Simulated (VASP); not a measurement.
# Hf (Im-3m) in VASP: further runs

Aim: see how the results for Hf move with the level of theory and the settings. Levels: PBE, r2SCAN, RPBE, revPBE. Tasks: single point, relaxation of cell and atoms.

Program: VASP 6.6.1. These are calculated values, not measurements. Logs are shortened: lines on timing, memory, paths and dates and some standing lists are left out, and cuts for length are marked.

### 1 The cell of the first run

The structure is cubic, space group Im-3m (No. 229). The conventional cell has a = 3.610 Å, b = 3.610 Å, c = 3.610 Å, α = 90.00°, β = 90.00°, γ = 90.00°. Within 4.1 Å of Hf (site symmetry m-3m) lie 14 Hf at 3.13 to 3.61 Å.

### 2 Single point, PBE

File INCAR:

```
ALGO     = Normal         # electronic algorithm
EDIFF    = 1E-6           # SCF threshold, eV
ENCUT    = 520            # plane-wave cutoff, eV
GGA      = PE             # functional
ISIF     = 2              # what is computed and relaxed
ISMEAR   = 0              # smearing method
LASPH    = T              # aspherical terms in the spheres
LCHARG   = F              # write CHGCAR
LREAL    = F              # projectors in reciprocal space
LWAVE    = F              # write WAVECAR
NBANDS   = 11             # bands
NELM     = 80             # most SCF steps
PREC     = Accurate       # precision mode
SIGMA    = 0.020999999999999998 # smearing width, eV
```

File KPOINTS:

```
k-points
0
Gamma
  10 10 10
```

File POSCAR:

```
Hf
1.0
   -1.8050000000      1.8050000000      1.8050000000
    1.8050000000     -1.8050000000      1.8050000000
    1.8050000000      1.8050000000     -1.8050000000
Hf
1
Direct
    0.0000000000      0.0000000000      0.0000000000
```

Potentials or basis: VASP PAW PBE potentials, release 64 (Hf_pv).

Launch:

```console
$ cat potpaw_PBE.64/Hf_pv/POTCAR > POTCAR
$ mpirun -np 1 vasp_std > vasp.out
```

OUTCAR:

```text
EDIFF = 1E-6
   ENCUT = 520
   GGA = PE
   ISIF = 2
   ISMEAR = 0
   LASPH = T
   LREAL = F
   NELM = 80
   PREC = Accurate

 ion  position               nearest neighbor table
   1  0.000  0.000  0.000-

  LATTYP: Found a body centered cubic cell.
 ALAT       =     3.6100000000

  Lattice vectors:

 A1 = (  -1.8050000000,   1.8050000000,   1.8050000000)
 A2 = (   1.8050000000,  -1.8050000000,   1.8050000000)
 A3 = (   1.8050000000,   1.8050000000,  -1.8050000000)

Analysis of symmetry for initial positions (statically):
=====================================================================
 Subroutine PRICEL returns:
 Original cell was already a primitive cell.

 Routine SETGRP: Setting up the symmetry group for a
 body centered cubic supercell.

 Subroutine GETGRP returns: Found 48 space group operations
[... 9 lines left out ...]

 Routine SETGRP: Setting up the symmetry group for a
 body centered cubic supercell.

 Subroutine GETGRP returns: Found 48 space group operations
[... 11 lines left out ...]
                                     Primitive cell

  volume of cell :      23.5229

  direct lattice vectors                    reciprocal lattice vectors
    -1.805000000  1.805000000  1.805000000     0.000000000  0.277008310  0.277008310
     1.805000000 -1.805000000  1.805000000     0.277008310  0.000000000  0.277008310
     1.805000000  1.805000000 -1.805000000     0.277008310  0.277008310  0.000000000

  length of vectors
     3.126351708  3.126351708  3.126351708     0.391748909  0.391748909  0.391748909

  position of ions in fractional coordinates (direct lattice)
     0.000000000  0.000000000  0.000000000

  ion indices of the primitive-cell ions
   primitive index   ion index
                 1           1

----------------------------------------------------------------------------------------

 KPOINTS: k-points

Automatic generation of k-mesh.
 Grid dimensions read from file:
 generate k-points for:   10   10   10

 Generating k-lattice:

  Cartesian coordinates                     Fractional coordinates (reciprocal lattice)
     0.000000000  0.027700831  0.027700831     0.100000000  0.000000000  0.000000000
     0.027700831  0.000000000  0.027700831     0.000000000  0.100000000  0.000000000
     0.027700831  0.027700831  0.000000000     0.000000000  0.000000000  0.100000000

  Length of vectors
     0.039174891  0.039174891  0.039174891

  Shift w.r.t. Gamma in fractional coordinates (k-lattice)
     0.000000000  0.000000000  0.000000000

 Subroutine IBZKPT returns following result:
 ===========================================

 Found     47 irreducible k-points:

 Following reciprocal coordinates:
            Coordinates               Weight
  0.000000  0.000000  0.000000      1.000000
  0.100000  0.000000  0.000000     12.000000
  0.200000  0.000000  0.000000     12.000000
  0.300000  0.000000  0.000000     12.000000
  0.400000  0.000000  0.000000     12.000000
  0.500000  0.000000  0.000000      6.000000
[... 16 lines left out ...]
  0.300000  0.300000  0.100000      8.000000
 -0.300000  0.300000  0.100000     24.000000
 [... further k-points ...]
   k-points           NKPTS =     47   k-points in BZ     NKDIM =     47   number of bands    NBANDS=     11
   number of dos      NEDOS =    301   number of ions     NIONS =      1
   total plane-waves  NPLWV =  13824
   dimension x,y,z NGX =    24 NGY =   24 NGZ =   24
   dimension x,y,z NGXF=    48 NGYF=   48 NGZF=   48
   ions per type =               1
   NGX,Y,Z   is equivalent  to a cutoff of  12.76, 12.76, 12.76 a.u.
   NGXF,Y,Z  is equivalent  to a cutoff of  25.52, 25.52, 25.52 a.u.
 SYSTEM =  unknown system
   PREC   = accura    normal or accurate (medium, high low for compatibility)
   ISTART =      0    job   : 0-new  1-cont  2-samecut
   ICHARG =      2    charge: 1-file 2-atom 10-const
   ISPIN  =      1    spin polarized calculation?
   LNONCOLLINEAR =      F non collinear calculations
   LSORBIT =      F    spin-orbit coupling
   LASPH  =      T    aspherical Exc in radial PAW
   ENCUT  =  520.0 eV  38.22 Ry    6.18 a.u.   5.81  5.81  5.81*2*pi/ulx,y,z
   NELM   =     80;   NELMIN=  2; NELMDL= -5     # of ELM steps
   EDIFF  = 0.1E-05   stopping-criterion for ELM
   LREAL  =      F    real-space projection
   EDIFFG = 0.1E-04   stopping-criterion for IOM
   NSW    =      0    number of steps for IOM
   IBRION =     -1    ionic relax: 0-MD 1-quasi-New 2-CG
   NFREE  =      0    steps in history (QN), initial steepest desc. (CG)
   ISIF   =      2    stress and relaxation
   ISYM   =      2    0-nonsym 1-usesym 2-fastsym
   POTIM  = 0.5000    time-step for ionic-motion
   TEBEG  =    0.0;   TEEND  =   0.0 temperature during run
   PSTRESS=    0.0 pullay stress
   NELECT =      10.0000    total number of electrons
   NUPDOWN=      -1.0000    fix difference up-down
   EMIN   =  10.00;   EMAX   =-10.00  energy-range for DOS
   EFERMI =   0.00;   METHOD = LEGACY
   ISMEAR =     0;   SIGMA  =   0.02  broadening in eV -4-tet -1-fermi 0-gaus
   EFERMI_NEDOS =   21; number of points for ismear=-14 and -15
   IALGO  =     38    algorithm
   IMIX   =      4    mixing-type and parameters
     AMIX     =   0.40;   BMIX     =  1.00
     AMIX_MAG =   1.60;   BMIX_MAG =  1.00
  volume/ion in A,a.u.               =      23.52       158.74
  Fermi-wavevector in a.u.,A,eV,Ry     =   1.230961  2.326179 20.616432  1.515265
  Thomas-Fermi vector in A             =   2.365789
   LORBIT       =      0    0 simple, 1 ext, 2 COOP (PROOUT), +10 PAW based schemes
   GGA     = PE    functional components
   LHFCALC =     F    Hartree Fock is set to
   AEXX    =    0.0000 exact exchange contribution
   IVDW    =     0    specifies the selected vdW correction
   LEPSILON=     F    determine dielectric tensor
   LRPA    =     F    only Hartree local field effects (RPA)
 non-spin polarized calculation
 Gauss-broadening in eV      SIGMA  =   0.02
  energy-cutoff  :      520.00
  volume of cell :       23.52
 maximum number of plane-waves:       682
   NGX = 11   NGY = 11   NGZ = 11

 number of electron      10.0000001 magnetization

 Free energy of the ion-electron system (eV)
  ---------------------------------------------------
  ext. energy  EPLUGINS =         0.00000000
  ---------------------------------------------------
  free energy    TOTEN  =        -9.72463463 eV

  energy without entropy =       -9.72408454  energy(sigma->0) =       -9.72435959

 E-fermi :   4.2517     XC(G=0): -11.0587

 val. band max:        4.2477353949   @ k =   0.3000   0.2000  -0.0000
 cond. band min:       4.3037494580   @ k =  -0.4000   0.4000   0.1000
 fundamental gap:      0.0560140631
 Fermi energy:         4.2516533031

 k-point     1 :       0.0000    0.0000    0.0000
  band No.  band energies     occupation
      1     -25.7918      2.00000
      2     -25.7918      2.00000
      3     -25.7918      2.00000
      4      -2.6289      2.00000
      5       5.7279      0.00000
      6       5.7279      0.00000
      7       5.7279      0.00000
      8       8.3649      0.00000
      9       8.3649      0.00000
     10      17.2904      0.00000
     11      17.2904      0.00000

 k-point     2 :       0.1000    0.0000    0.0000
  band No.  band energies     occupation
      1     -25.8614      2.00000
      2     -25.8139      2.00000
      3     -25.7920      2.00000
      4      -2.2837      2.00000
      5       5.4931      0.00000
      6       5.6181      0.00000
      7       6.0679      0.00000
      8       8.0332      0.00000
      9       8.3656      0.00000
     10      17.3131      0.00000
     11      17.5901      0.00000

 k-point     3 :       0.2000    0.0000    0.0000
  band No.  band energies     occupation
      1     -26.0396      2.00000
      2     -25.8712      2.00000
      3     -25.7925      2.00000
      4      -1.3371      2.00000
      5       4.9490      0.00000
      6       5.1218      0.00000
      7       7.0582      0.00000
      8       7.7944      0.00000
      9       8.4252      0.00000
     10      17.3089      0.00000
     11      17.7580      0.00000

 k-point     4 :       0.3000    0.0000    0.0000
  band No.  band energies     occupation
      1     -26.2520      2.00000
      2     -25.9412      2.00000
      3     -25.7931      2.00000
      4      -0.1040      2.00000
      5       4.3776      0.00000
      6       4.5646      0.00000
      7       8.0357      0.00000
      8       8.5936      0.00000
      9       8.6292      0.00000
     10      16.5061      0.00000
     11      16.8090      0.00000

 k-point     5 :       0.4000    0.0000    0.0000
  band No.  band energies     occupation
      1     -26.4181      2.00000
      2     -25.9971      2.00000
      3     -25.7937      2.00000
      4       0.7880      2.00000
      5       3.9731      2.00000
      6       4.7019      0.00000
      7       8.2410      0.00000
      8       8.9430      0.00000
      9      10.3817      0.00000
     10      14.6189      0.00000
     11      15.0794      0.00000

 k-point     6 :       0.5000    0.0000    0.0000
  band No.  band energies     occupation
      1     -26.4802      2.00000
      2     -26.0182      2.00000
      3     -25.7939      2.00000
      4       1.0194      2.00000
      5       3.8293      2.00000
      6       5.1316      0.00000
      7       8.1687      0.00000
      8       9.1189      0.00000
      9      11.4074      0.00000
     10      13.7441      0.00000
     11      14.4895      0.00000

 k-point     7 :       0.1000    0.1000    0.0000
  band No.  band energies     occupation
      1     -25.9842      2.00000
      2     -25.8384      2.00000
      3     -25.8086      2.00000
      4      -1.6329      2.00000
      5       5.1698      0.00000
      6       5.2202      0.00000
      7       6.7750      0.00000
      8       7.6487      0.00000
      9       8.5173      0.00000
     10      17.3107      0.00000
     11      18.1026      0.00000

 k-point     8 :       0.2000    0.1000    0.0000
  band No.  band energies     occupation
      1     -26.1672      2.00000
      2     -25.9075      2.00000
      3     -25.8159      2.00000
      4      -0.4997      2.00000
      5       4.5728      0.00000
      6       4.6678      0.00000
      7       7.6132      0.00000
      8       8.0840      0.00000
      9       8.7587      0.00000
     10      17.1736      0.00000
     11      17.3550      0.00000
[... 141 lines left out ...]
 k-point    19 :      -0.1000    0.1000    0.1000
  band No.  band energies     occupation
      1     -25.8827      2.00000
      2     -25.8363      2.00000
      3     -25.8363      2.00000
      4      -1.9463      2.00000
      5       5.6148      0.00000
      6       5.6148      0.00000
      7       6.0683      0.00000
      8       7.2598      0.00000
      9       8.7504      0.00000
     10      17.3117      0.00000
     11      18.4372      0.00000

 k-point    20 :       0.2000    0.2000    0.1000
  band No.  band energies     occupation
      1     -26.3426      2.00000
      2     -26.0032      2.00000
      3     -25.9000      2.00000
      4       1.7296      2.00000
      5       3.6628      2.00000
      6       3.8322      2.00000
      7       8.5879      0.00000
      8       9.0005      0.00000
      9      11.4772      0.00000
     10      13.5093      0.00000
     11      16.8337      0.00000

 k-point    21 :       0.3000    0.2000    0.1000
  band No.  band energies     occupation
      1     -26.3387      2.00000
      2     -26.1012      2.00000
      3     -25.9165      2.00000
      4       2.4409      2.00000
      5       3.5780      2.00000
      6       4.0458      2.00000
      7       8.7524      0.00000
      8       9.1394      0.00000
      9      11.3533      0.00000
     10      13.0079      0.00000
     11      15.7261      0.00000

 k-point    22 :      -0.2000    0.2000    0.1000
  band No.  band energies     occupation
      1     -26.0399      2.00000
      2     -25.8945      2.00000
      3     -25.8472      2.00000
      4      -1.0200      2.00000
      5       5.2144      0.00000
      6       5.2180      0.00000
      7       6.7456      0.00000
      8       6.9466      0.00000
      9       9.0050      0.00000
     10      17.3017      0.00000
     11      17.9404      0.00000

 k-point    23 :       0.3000    0.3000    0.1000
  band No.  band energies     occupation
      1     -26.2282      2.00000
      2     -26.2282      2.00000
      3     -25.9380      2.00000
      4       2.9238      2.00000
      5       3.7607      2.00000
      6       3.7607      2.00000
      7       9.0574      0.00000
      8       9.0574      0.00000
      9      10.3029      0.00000
     10      14.4701      0.00000
     11      14.4701      0.00000

 k-point    24 :      -0.3000    0.3000    0.1000
  band No.  band energies     occupation
      1     -26.2424      2.00000
      2     -25.9655      2.00000
      3     -25.8453      2.00000
      4       0.1980      2.00000
      5       4.4718      0.00000
      6       4.6878      0.00000
      7       7.1109      0.00000
      8       8.4763      0.00000
      9       9.0941      0.00000
     10      15.9415      0.00000
     11      17.3168      0.00000

 [... further k-points ...]
[... 5 lines left out ...]
  --------------------------------------------------------------------------------------
  -------------------------------------------------------------------------------------
  Total       -0.7844411     -0.7844411     -0.7844411      0.0000000      0.0000000      0.0000000
  in kB      -53.4292758    -53.4292758    -53.4292758      0.0000000      0.0000000      0.0000000
  external PRESSURE =     -53.4292758 kB  Pullay stress =       0.0000000 kB

 VOLUME and BASIS-vectors are now :
 -----------------------------------------------------------------------------
  energy-cutoff  :      520.00
  volume of cell :       23.52
      direct lattice vectors                 reciprocal lattice vectors
    -1.805000000  1.805000000  1.805000000     0.000000000  0.277008310  0.277008310
     1.805000000 -1.805000000  1.805000000     0.277008310  0.000000000  0.277008310
     1.805000000  1.805000000 -1.805000000     0.277008310  0.277008310  0.000000000

 POSITION                                       TOTAL-FORCE (eV/Angst)
 -----------------------------------------------------------------------------------
      0.00000      0.00000      0.00000         0.000000     -0.000000      0.000000
 -----------------------------------------------------------------------------------
    total drift:                               -0.000000      0.000000     -0.000000

  FREE ENERGIE OF THE ION-ELECTRON SYSTEM (eV)
  ---------------------------------------------------
  free  energy   TOTEN  =        -9.7246346338 eV

  energy  without entropy=       -9.7240845408  energy(sigma->0) =       -9.72435959
```

Run time: 5.5 s. Hardware: 1 thread of Intel Xeon 6975P-C, shared host; peak memory 0.14 GiB.

What came out:

```yaml
Free_energy: -9.7246 eV
Pressure: -5.3 GPa
Band_gap_on_the_k_mesh: zero (band 5 reaches 5.73 eV, above the bottom of band 6 at 3.54 eV)
```

Levels at points of the mesh, in eV from the Fermi level:
```
           k point  band 1  band 2  band 3  band 4  band 5  band 6  band 7  band 8  band 9  band 10
(0.00, 0.00, 0.00)  -30.04  -30.04  -30.04   -6.88    1.48    1.48    1.48    4.11    4.11    13.04
(0.50, 0.00, 0.00)  -30.73  -30.27  -30.05   -3.23   -0.42    0.88    3.92    4.87    7.16     9.49
(0.50, 0.50, 0.50)  -30.53  -30.53  -30.53   -2.37   -2.37    6.39    6.39    6.39    6.83     6.83
```

Caveat: spin-orbit coupling is left out, which moves the levels of the heavy elements.

(Continued in part 2 of 3.)
